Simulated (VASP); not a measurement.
# Tl (I4/mmm) in VASP: notebook

Tl is run at these levels: LDA; tasks: single point.

Program: VASP 6.6.1. These are calculated values, not measurements. Logs are shortened: lines on timing, memory, paths and dates and some standing lists are left out, and cuts for length are marked.

## Step 1: The cell of the first run

It takes space group I4/mmm (No. 139, tetragonal). The conventional cell has a = 3.575 Å, b = 3.575 Å, c = 5.179 Å, α = 90.00°, β = 90.00°, γ = 90.00°. Within 4.7 Å of Tl (site symmetry 4/mmm) lie 12 Tl at 3.58 to 3.62 Å.

## Step 2: Single point, LDA (strain +0.025 along x and y, +0.050 along z)

File INCAR:

```
ALGO = Fast ; EDIFF = 1E-7
ENCUT = 520 ; ISIF = 2
ISMEAR = 0 ; LASPH = True
LCHARG = False ; LREAL = False
LWAVE = False ; NBANDS = 12
NELM = 60 ; PREC = Accurate
SIGMA = 0.15
```

File KPOINTS:

```
k-points
0
Gamma
  16 16 16
```

File POSCAR:

```
Tl
1.0
    0.0000000000      2.5279997638      2.5896582946
    2.5279997638      0.0000000000      2.5896582946
    2.5279997638      2.5279997638      0.0000000000
Tl
1
Direct
    0.0000000000      0.0000000000      0.0000000000
```

Potentials or basis: VASP PAW LDA potentials, release 64 (Tl_d).

The run is started by

```sh
> cat potpaw_LDA.64/Tl_d/POTCAR > POTCAR
> mpirun -np 1 vasp_std > vasp.out
```

OUTCAR:

```text
EDIFF = 1E-7
   ENCUT = 520
   ISIF = 2
   ISMEAR = 0
   LASPH = True
   LREAL = False
   NELM = 60
   PREC = Accurate

 ion  position               nearest neighbor table
   1  0.000  0.000  0.000-

  LATTYP: Found a body centered tetragonal cell.
 ALAT       =     3.5751315516
 C/A-ratio  =     1.4487065761

  Lattice vectors:

 A1 = (  -2.5279997638,   0.0000000000,   2.5896582946)
 A2 = (   2.5279997638,   0.0000000000,   2.5896582946)
 A3 = (   0.0000000000,   2.5279997638,  -2.5896582946)

Analysis of symmetry for initial positions (statically):
=====================================================================
 Subroutine PRICEL returns:
 Original cell was already a primitive cell.

 Routine SETGRP: Setting up the symmetry group for a
 body centered tetragonal supercell.

 Subroutine GETGRP returns: Found 16 space group operations
 (whereof 16 operations were pure point group operations)
 out of a pool of 16 trial point group operations.

The static configuration has the point symmetry D_4h.

Analysis of symmetry for dynamics (positions and initial velocities):
=====================================================================
 Subroutine PRICEL returns:
 Original cell was already a primitive cell.

 Routine SETGRP: Setting up the symmetry group for a
 body centered tetragonal supercell.

 Subroutine GETGRP returns: Found 16 space group operations
 (whereof 16 operations were pure point group operations)
 out of a pool of 16 trial point group operations.

The dynamic configuration has the point symmetry D_4h.

 Subroutine INISYM returns: Found 16 space group operations
 (whereof 16 operations are pure point group operations),
 and found     1 'primitive' translations

----------------------------------------------------------------------------------------

                                     Primitive cell

  volume of cell :      33.0999

  direct lattice vectors                    reciprocal lattice vectors
     0.000000000  2.527999764  2.589658295    -0.197784829  0.197784829  0.193075666
     2.527999764  0.000000000  2.589658295     0.197784829 -0.197784829  0.193075666
     2.527999764  2.527999764  0.000000000     0.197784829  0.197784829 -0.193075666

  length of vectors
     3.618993353  3.618993353  3.575131552     0.339876286  0.339876286  0.339876286

  position of ions in fractional coordinates (direct lattice)
     0.000000000  0.000000000  0.000000000

  ion indices of the primitive-cell ions
   primitive index   ion index
                 1           1

----------------------------------------------------------------------------------------

 KPOINTS: k-points

Automatic generation of k-mesh.
 Grid dimensions read from file:
 generate k-points for:   16   16   16

 Generating k-lattice:

  Cartesian coordinates                     Fractional coordinates (reciprocal lattice)
    -0.012361552  0.012361552  0.012067229     0.062500000  0.000000000  0.000000000
     0.012361552 -0.012361552  0.012067229     0.000000000  0.062500000  0.000000000
     0.012361552  0.012361552 -0.012067229     0.000000000  0.000000000  0.062500000

  Length of vectors
     0.021242268  0.021242268  0.021242268

  Shift w.r.t. Gamma in fractional coordinates (k-lattice)
     0.000000000  0.000000000  0.000000000

 Subroutine IBZKPT returns following result:
 ===========================================

 Found    349 irreducible k-points:

 Following reciprocal coordinates:
            Coordinates               Weight
  0.000000  0.000000  0.000000      1.000000
  0.062500  0.000000  0.000000      8.000000
  0.125000  0.000000  0.000000      8.000000
  0.187500  0.000000  0.000000      8.000000
  0.250000  0.000000  0.000000      8.000000
  0.312500  0.000000  0.000000      8.000000
[... 16 lines left out ...]
 -0.125000  0.062500  0.000000      8.000000
 -0.062500  0.062500  0.000000      4.000000
 [... further k-points ...]
   k-points           NKPTS =    349   k-points in BZ     NKDIM =    349   number of bands    NBANDS=     12
   number of dos      NEDOS =    301   number of ions     NIONS =      1
   total plane-waves  NPLWV =  21952
   dimension x,y,z NGX =    28 NGY =   28 NGZ =   28
   dimension x,y,z NGXF=    56 NGYF=   56 NGZF=   56
   ions per type =               1
   NGX,Y,Z   is equivalent  to a cutoff of  12.86, 12.86, 13.02 a.u.
   NGXF,Y,Z  is equivalent  to a cutoff of  25.72, 25.72, 26.04 a.u.
 SYSTEM =  unknown system
   PREC   = accura    normal or accurate (medium, high low for compatibility)
   ISTART =      0    job   : 0-new  1-cont  2-samecut
   ICHARG =      2    charge: 1-file 2-atom 10-const
   ISPIN  =      1    spin polarized calculation?
   LNONCOLLINEAR =      F non collinear calculations
   LSORBIT =      F    spin-orbit coupling
   LASPH  =      T    aspherical Exc in radial PAW
   ENCUT  =  520.0 eV  38.22 Ry    6.18 a.u.   6.73  6.73  6.65*2*pi/ulx,y,z
   NELM   =     60;   NELMIN=  2; NELMDL= -5     # of ELM steps
   EDIFF  = 0.1E-06   stopping-criterion for ELM
   LREAL  =      F    real-space projection
   EDIFFG = 0.1E-05   stopping-criterion for IOM
   NSW    =      0    number of steps for IOM
   IBRION =     -1    ionic relax: 0-MD 1-quasi-New 2-CG
   NFREE  =      0    steps in history (QN), initial steepest desc. (CG)
   ISIF   =      2    stress and relaxation
   ISYM   =      2    0-nonsym 1-usesym 2-fastsym
   POTIM  = 0.5000    time-step for ionic-motion
   TEBEG  =    0.0;   TEEND  =   0.0 temperature during run
   PSTRESS=    0.0 pullay stress
   NELECT =      13.0000    total number of electrons
   NUPDOWN=      -1.0000    fix difference up-down
   EMIN   =  10.00;   EMAX   =-10.00  energy-range for DOS
   EFERMI =   0.00;   METHOD = LEGACY
   ISMEAR =     0;   SIGMA  =   0.15  broadening in eV -4-tet -1-fermi 0-gaus
   EFERMI_NEDOS =   21; number of points for ismear=-14 and -15
   IALGO  =     68    algorithm
   IMIX   =      4    mixing-type and parameters
     AMIX     =   0.40;   BMIX     =  1.00
     AMIX_MAG =   1.60;   BMIX_MAG =  1.00
  volume/ion in A,a.u.               =      33.10       223.37
  Fermi-wavevector in a.u.,A,eV,Ry     =   1.198893  2.265579 19.556260  1.437345
  Thomas-Fermi vector in A             =   2.334770
   LORBIT       =      0    0 simple, 1 ext, 2 COOP (PROOUT), +10 PAW based schemes
   GGA     = CA    functional components
   LHFCALC =     F    Hartree Fock is set to
   AEXX    =    0.0000 exact exchange contribution
   IVDW    =     0    specifies the selected vdW correction
   LEPSILON=     F    determine dielectric tensor
   LRPA    =     F    only Hartree local field effects (RPA)
 non-spin polarized calculation
 RMM-DIIS sequential band-by-band and
 Gauss-broadening in eV      SIGMA  =   0.15
  energy-cutoff  :      520.00
  volume of cell :       33.10
 maximum number of plane-waves:       911
   NGX = 13   NGY = 13   NGZ = 13

 number of electron      12.9999998 magnetization

 Free energy of the ion-electron system (eV)
  ---------------------------------------------------
  ext. energy  EPLUGINS =         0.00000000
  ---------------------------------------------------
  free energy    TOTEN  =        -2.80883773 eV

  energy without entropy =       -2.80083148  energy(sigma->0) =       -2.80483460

 E-fermi :   4.8197     XC(G=0):  -9.8011

 val. band max:        4.8061460161   @ k =   0.4375   0.1875   0.0000
 cond. band min:       4.8229840128   @ k =   0.3750   0.0625   0.0000
 fundamental gap:      0.0168379967
 Fermi energy:         4.8197300336

 k-point     1 :       0.0000    0.0000    0.0000
  band No.  band energies     occupation
      1      -6.5747      2.00000
      2      -6.5360      2.00000
      3      -6.5360      2.00000
      4      -6.3746      2.00000
      5      -6.3404      2.00000
      6      -4.2966      2.00000
      7      13.8260      0.00000
      8      13.8260      0.00000
      9      13.8716      0.00000
     10      15.5929      0.00000
     11      17.5012      0.00000
     12      18.6048      0.00000

 k-point     2 :       0.0625    0.0000    0.0000
  band No.  band energies     occupation
      1      -6.5698      2.00000
      2      -6.5345      2.00000
      3      -6.5286      2.00000
      4      -6.3749      2.00000
      5      -6.3420      2.00000
      6      -4.2239      2.00000
      7      12.9253      0.00000
      8      13.7490      0.00000
      9      13.7568      0.00000
     10      15.4644      0.00000
     11      17.8884      0.00000
     12      18.7713      0.00000

 k-point     3 :       0.1250    0.0000    0.0000
  band No.  band energies     occupation
      1      -6.5642      2.00000
      2      -6.5273      2.00000
      3      -6.5101      2.00000
      4      -6.3724      2.00000
      5      -6.3439      2.00000
      6      -4.0035      2.00000
      7      11.1608      0.00000
      8      13.4901      0.00000
      9      13.5435      0.00000
     10      15.3045      0.00000
     11      18.3726      0.00000
     12      18.8738      0.00000

 k-point     4 :       0.1875    0.0000    0.0000
  band No.  band energies     occupation
      1      -6.5716      2.00000
      2      -6.5166      2.00000
      3      -6.4919      2.00000
      4      -6.3561      2.00000
      5      -6.3367      2.00000
      6      -3.6320      2.00000
      7       9.2807      0.00000
      8      13.1303      0.00000
      9      13.2638      0.00000
     10      15.1690      0.00000
     11      17.9258      0.00000
     12      18.7861      0.00000

 k-point     5 :       0.2500    0.0000    0.0000
  band No.  band energies     occupation
      1      -6.5898      2.00000
      2      -6.5169      2.00000
      3      -6.4875      2.00000
      4      -6.3186      2.00000
      5      -6.3104      2.00000
      6      -3.1102      2.00000
      7       7.4621      0.00000
      8      12.7452      0.00000
      9      12.9622      0.00000
     10      15.0719      0.00000
     11      17.2469      0.00000
     12      18.2233      0.00000
[... 228 lines left out ...]
      1      -6.5901      2.00000
      2      -6.5198      2.00000
      3      -6.4812      2.00000
      4      -6.3263      2.00000
      5      -6.2824      2.00000
      6      -2.8268      2.00000
      7       6.8841      0.00000
      8      11.4198      0.00000
      9      13.3563      0.00000
     10      15.4984      0.00000
     11      16.9378      0.00000
     12      17.9822      0.00000

 k-point    22 :      -0.1875    0.0625    0.0000
  band No.  band energies     occupation
      1      -6.5701      2.00000
      2      -6.5161      2.00000
      3      -6.4811      2.00000
      4      -6.3572      2.00000
      5      -6.3241      2.00000
      6      -3.3992      2.00000
      7       8.6412      0.00000
      8      11.7701      0.00000
      9      13.7178      0.00000
     10      15.6005      0.00000
     11      17.5068      0.00000
     12      18.4125      0.00000

 k-point    23 :      -0.1250    0.0625    0.0000
  band No.  band energies     occupation
      1      -6.5551      2.00000
      2      -6.5266      2.00000
      3      -6.4989      2.00000
      4      -6.3618      2.00000
      5      -6.3522      2.00000
      6      -3.8246      2.00000
      7      10.4569      0.00000
      8      12.2294      0.00000
      9      13.9377      0.00000
     10      15.5974      0.00000
     11      18.0298      0.00000
     12      18.8428      0.00000

 k-point    24 :      -0.0625    0.0625    0.0000
  band No.  band energies     occupation
      1      -6.5484      2.00000
      2      -6.5442      2.00000
      3      -6.5195      2.00000
      4      -6.3664      2.00000
      5      -6.3525      2.00000
      6      -4.0988      2.00000
      7      12.0779      0.00000
      8      12.8945      0.00000
      9      13.9475      0.00000
     10      15.4935      0.00000
     11      18.0128      0.00000
     12      18.6769      0.00000

 [... further k-points ...]

------------------------ aborting loop because EDIFF is reached ----------------------------------------

  FORCE on cell =-STRESS in cart. coord.  units (eV):
  Direction    XX          YY          ZZ          XY          YZ          ZX
  --------------------------------------------------------------------------------------
  -------------------------------------------------------------------------------------
  Total       -1.0816961     -1.0816961     -1.0263806      0.0000000      0.0000000      0.0000000
  in kB      -52.3587560    -52.3587560    -49.6812474      0.0000000      0.0000000      0.0000000
  external PRESSURE =     -51.4662532 kB  Pullay stress =       0.0000000 kB

 VOLUME and BASIS-vectors are now :
 -----------------------------------------------------------------------------
  energy-cutoff  :      520.00
  volume of cell :       33.10
      direct lattice vectors                 reciprocal lattice vectors
     0.000000000  2.527999764  2.589658295    -0.197784829  0.197784829  0.193075666
     2.527999764  0.000000000  2.589658295     0.197784829 -0.197784829  0.193075666
     2.527999764  2.527999764  0.000000000     0.197784829  0.197784829 -0.193075666

 POSITION                                       TOTAL-FORCE (eV/Angst)
 -----------------------------------------------------------------------------------
      0.00000      0.00000      0.00000        -0.000000      0.000000      0.000000
 -----------------------------------------------------------------------------------
    total drift:                               -0.000000     -0.000000      0.000000

  FREE ENERGIE OF THE ION-ELECTRON SYSTEM (eV)
  ---------------------------------------------------
  free  energy   TOTEN  =        -2.8088377301 eV

  energy  without entropy=       -2.8008314796  energy(sigma->0) =       -2.80483460
```

Run time: 1.7 min. Hardware: 1 thread of AMD EPYC 7R43 (Zen 3), shared host; peak memory 0.21 GiB.

What came out:

```yaml
Free_energy: -2.8088 eV
Pressure: -5.1 GPa
```

Stress tensor (GPa, compression positive):
```
-5.24  0.00  0.00
 0.00 -5.24  0.00
 0.00  0.00 -4.97
```

Caveat: the cell differs from its parent crystal (strain +0.025 along x and y, +0.050 along z); spin-orbit coupling is left out, which moves the levels of the heavy elements.

(Part 1 of 2 ends here.)
